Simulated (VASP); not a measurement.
# Cs (Fm-3m) in VASP: a series of runs, part 2 of 2

VASP 6.6.1.

**3. Single point, PBEsol**

This run uses another cell than the first one, of 31.36 Å³/atom.

Input file INCAR:

```
ALGO     = Normal         # electronic algorithm
EDIFF    = 1E-6           # SCF threshold, eV
ENCUT    = 500            # plane-wave cutoff, eV
GGA      = PS             # functional
GGA_COMPAT= False        
ISIF     = 2              # what is computed and relaxed
ISMEAR   = -1             # smearing method
LASPH    = True           # aspherical terms in the spheres
LCHARG   = False          # write CHGCAR
LREAL    = False          # projectors in reciprocal space
LWAVE    = False          # write WAVECAR
NBANDS   = 10             # bands
NELM     = 120            # most SCF steps
PREC     = Accurate       # precision mode
SIGMA    = 0.05           # smearing width, eV
```

Input file KPOINTS:

```
k-points
0
Gamma
  5 5 5
```

Input file POSCAR:

```
Cs
1.0
    0.0000000000      2.5029350763      2.5029350763
    2.5029350763      0.0000000000      2.5029350763
    2.5029350763      2.5029350763      0.0000000000
Cs
1
Direct
    0.0000000000      0.0000000000      0.0000000000
```

Potentials or basis: VASP PAW PBE potentials, release 64 (Cs_sv).

Command:

```bash
cat potpaw_PBE.64/Cs_sv/POTCAR > POTCAR
mpirun -np 1 vasp_std > vasp.out
```

OUTCAR:

```text
EDIFF = 1E-6
   ENCUT = 500
   GGA = PS
   ISIF = 2
   ISMEAR = -1
   LASPH = True
   LREAL = False
   NELM = 120
   PREC = Accurate

 ion  position               nearest neighbor table
   1  0.000  0.000  0.000-

  LATTYP: Found a face centered cubic cell.
 ALAT       =     5.0058701526

  Lattice vectors:

 A1 = (   0.0000000000,   2.5029350763,   2.5029350763)
 A2 = (   2.5029350763,   0.0000000000,   2.5029350763)
 A3 = (   2.5029350763,   2.5029350763,   0.0000000000)

Analysis of symmetry for initial positions (statically):
=====================================================================
 Subroutine PRICEL returns:
 Original cell was already a primitive cell.

 Routine SETGRP: Setting up the symmetry group for a
 face centered cubic supercell.

 Subroutine GETGRP returns: Found 48 space group operations
 (whereof 48 operations were pure point group operations)
 out of a pool of 48 trial point group operations.

The static configuration has the point symmetry O_h .

Analysis of symmetry for dynamics (positions and initial velocities):
=====================================================================
 Subroutine PRICEL returns:
 Original cell was already a primitive cell.

 Routine SETGRP: Setting up the symmetry group for a
 face centered cubic supercell.

 Subroutine GETGRP returns: Found 48 space group operations
 (whereof 48 operations were pure point group operations)
 out of a pool of 48 trial point group operations.

The dynamic configuration has the point symmetry O_h .

 Subroutine INISYM returns: Found 48 space group operations
 (whereof 48 operations are pure point group operations),
 and found     1 'primitive' translations

----------------------------------------------------------------------------------------

                                     Primitive cell

  volume of cell :      31.3602

  direct lattice vectors                    reciprocal lattice vectors
     0.000000000  2.502935076  2.502935076    -0.199765469  0.199765469  0.199765469
     2.502935076  0.000000000  2.502935076     0.199765469 -0.199765469  0.199765469
     2.502935076  2.502935076  0.000000000     0.199765469  0.199765469 -0.199765469

  length of vectors
     3.539684731  3.539684731  3.539684731     0.346003942  0.346003942  0.346003942

  position of ions in fractional coordinates (direct lattice)
     0.000000000  0.000000000  0.000000000

  ion indices of the primitive-cell ions
   primitive index   ion index
                 1           1

----------------------------------------------------------------------------------------

 KPOINTS: k-points

Automatic generation of k-mesh.
 Grid dimensions read from file:
 generate k-points for:    5    5    5

 Generating k-lattice:

  Cartesian coordinates                     Fractional coordinates (reciprocal lattice)
    -0.039953094  0.039953094  0.039953094     0.200000000  0.000000000  0.000000000
     0.039953094 -0.039953094  0.039953094     0.000000000  0.200000000  0.000000000
     0.039953094  0.039953094 -0.039953094     0.000000000  0.000000000  0.200000000

  Length of vectors
     0.069200788  0.069200788  0.069200788

  Shift w.r.t. Gamma in fractional coordinates (k-lattice)
     0.000000000  0.000000000  0.000000000

 Subroutine IBZKPT returns following result:
 ===========================================

 Found     10 irreducible k-points:

 Following reciprocal coordinates:
            Coordinates               Weight
  0.000000  0.000000  0.000000      1.000000
  0.200000  0.000000  0.000000      8.000000
  0.400000  0.000000  0.000000      8.000000
  0.200000  0.200000  0.000000      6.000000
  0.400000  0.200000  0.000000     24.000000
 -0.400000  0.200000  0.000000     24.000000
 -0.200000  0.200000  0.000000     12.000000
  0.400000  0.400000  0.000000      6.000000
 -0.400000  0.400000  0.000000     12.000000
 -0.400000  0.400000  0.200000     24.000000
   k-points           NKPTS =     10   k-points in BZ     NKDIM =     10   number of bands    NBANDS=     10
   number of dos      NEDOS =    301   number of ions     NIONS =      1
   total plane-waves  NPLWV =  21952
   dimension x,y,z NGX =    28 NGY =   28 NGZ =   28
   dimension x,y,z NGXF=    56 NGYF=   56 NGZF=   56
   ions per type =               1
   NGX,Y,Z   is equivalent  to a cutoff of  13.15, 13.15, 13.15 a.u.
   NGXF,Y,Z  is equivalent  to a cutoff of  26.30, 26.30, 26.30 a.u.
 SYSTEM =  unknown system
   PREC   = accura    normal or accurate (medium, high low for compatibility)
   ISTART =      0    job   : 0-new  1-cont  2-samecut
   ICHARG =      2    charge: 1-file 2-atom 10-const
   ISPIN  =      1    spin polarized calculation?
   LNONCOLLINEAR =      F non collinear calculations
   LSORBIT =      F    spin-orbit coupling
   LASPH  =      T    aspherical Exc in radial PAW
   ENCUT  =  500.0 eV  36.75 Ry    6.06 a.u.   6.45  6.45  6.45*2*pi/ulx,y,z
   NELM   =    120;   NELMIN=  2; NELMDL= -5     # of ELM steps
   EDIFF  = 0.1E-05   stopping-criterion for ELM
   LREAL  =      F    real-space projection
   EDIFFG = 0.1E-04   stopping-criterion for IOM
   NSW    =      0    number of steps for IOM
   IBRION =     -1    ionic relax: 0-MD 1-quasi-New 2-CG
   NFREE  =      0    steps in history (QN), initial steepest desc. (CG)
   ISIF   =      2    stress and relaxation
   ISYM   =      2    0-nonsym 1-usesym 2-fastsym
   POTIM  = 0.5000    time-step for ionic-motion
   TEBEG  =    0.0;   TEEND  =   0.0 temperature during run
   PSTRESS=    0.0 pullay stress
   NELECT =       9.0000    total number of electrons
   NUPDOWN=      -1.0000    fix difference up-down
   EMIN   =  10.00;   EMAX   =-10.00  energy-range for DOS
   EFERMI =   0.00;   METHOD = LEGACY
   ISMEAR =    -1;   SIGMA  =   0.05  broadening in eV -4-tet -1-fermi 0-gaus
   EFERMI_NEDOS =   21; number of points for ismear=-14 and -15
   IALGO  =     38    algorithm
   IMIX   =      4    mixing-type and parameters
     AMIX     =   0.40;   BMIX     =  1.00
     AMIX_MAG =   1.60;   BMIX_MAG =  1.00
  volume/ion in A,a.u.               =      31.36       211.63
  Fermi-wavevector in a.u.,A,eV,Ry     =   1.079848  2.040617 15.865378  1.166072
  Thomas-Fermi vector in A             =   2.215824
   LORBIT       =      0    0 simple, 1 ext, 2 COOP (PROOUT), +10 PAW based schemes
   GGA     = PS    functional components
   LHFCALC =     F    Hartree Fock is set to
   AEXX    =    0.0000 exact exchange contribution
   IVDW    =     0    specifies the selected vdW correction
   LEPSILON=     F    determine dielectric tensor
   LRPA    =     F    only Hartree local field effects (RPA)
 non-spin polarized calculation
  energy-cutoff  :      500.00
  volume of cell :       31.36
 maximum number of plane-waves:       821
 NGX is ok and might be reduce to    28
   NGX = 13   NGY = 13   NGZ = 13

 number of electron       9.0000000 magnetization

 Free energy of the ion-electron system (eV)
  ---------------------------------------------------
  ext. energy  EPLUGINS =         0.00000000
  ---------------------------------------------------
  free energy    TOTEN  =         0.28551303 eV

  energy without entropy =        0.30411996  energy(sigma->0) =        0.29481650

 E-fermi :   6.4802     XC(G=0): -10.2726

 val. band max:        6.3279235094   @ k =   0.4000   0.2000   0.0000
 cond. band min:       6.5174084353   @ k =   0.2000   0.0000   0.0000
 fundamental gap:      0.1894849258
 Fermi energy:         6.4801861358

 k-point     1 :       0.0000    0.0000    0.0000
  band No.  band energies     occupation
      1     -18.5391      2.00000
      2      -2.6789      2.00000
      3      -2.6789      2.00000
      4      -2.6789      2.00000
      5       5.4542      2.00000
      6       9.3933      0.00000
      7       9.3933      0.00000
      8       9.3933      0.00000
      9      13.1673      0.00000
     10      13.1689      0.00000
[... 105 lines left out ...]
 k-point    10 :      -0.4000    0.4000    0.2000
  band No.  band energies     occupation
      1     -17.3537      2.00000
      2      -6.0429      2.00000
      3      -5.1263      2.00000
      4      -4.1435      2.00000
      5       6.6052      0.15162
      6       7.9682      0.00000
      7       9.3470      0.00000
      8      12.3272      0.00000
      9      15.0883      0.00000
     10      17.2041      0.00000

------------------------ aborting loop because EDIFF is reached ----------------------------------------

  FORCE on cell =-STRESS in cart. coord.  units (eV):
  Direction    XX          YY          ZZ          XY          YZ          ZX
  --------------------------------------------------------------------------------------
  -------------------------------------------------------------------------------------
  Total        2.1259103      2.1259103      2.1259103     -0.0000000      0.0000000     -0.0000000
  in kB      108.6117406    108.6117406    108.6117406     -0.0000000      0.0000000     -0.0000000
  external PRESSURE =     108.6117406 kB  Pullay stress =       0.0000000 kB

 VOLUME and BASIS-vectors are now :
 -----------------------------------------------------------------------------
  energy-cutoff  :      500.00
  volume of cell :       31.36
      direct lattice vectors                 reciprocal lattice vectors
     0.000000000  2.502935076  2.502935076    -0.199765469  0.199765469  0.199765469
     2.502935076  0.000000000  2.502935076     0.199765469 -0.199765469  0.199765469
     2.502935076  2.502935076  0.000000000     0.199765469  0.199765469 -0.199765469

 POSITION                                       TOTAL-FORCE (eV/Angst)
 -----------------------------------------------------------------------------------
      0.00000      0.00000      0.00000         0.000000      0.000000      0.000000
 -----------------------------------------------------------------------------------
    total drift:                                0.000000      0.000000      0.000000

  FREE ENERGIE OF THE ION-ELECTRON SYSTEM (eV)
  ---------------------------------------------------
  free  energy   TOTEN  =         0.2855130322 eV

  energy  without entropy=        0.3041199639  energy(sigma->0) =        0.29481650
```

Wall time 2.7 s (1 thread of Intel Xeon Platinum 8488C (Sapphire Rapids), shared host); peak memory 0.14 GiB.

What came out:

```yaml
Free_energy: 0.2855 eV
Pressure: 10.9 GPa
Band_gap_on_the_k_mesh: zero (an odd number of electrons rules out a gap without spin polarisation)
```

Levels at points of the mesh, in eV from the Fermi level:
```tsv
k point	band 1	band 2	band 3	band 4	band 5	band 6	band 7	band 8
(0.00, 0.00, 0.00)	-25.02	-9.16	-9.16	-9.16	-1.03	2.91	2.91	2.91
```

Caveat: the k points lie up to 0.43 Å⁻¹ apart, too coarse for converged energies and pressures of a metal; the PAW data sets were made with another functional, which shifts forces and pressure a little; spin-orbit coupling is left out, which moves the levels of the heavy elements.
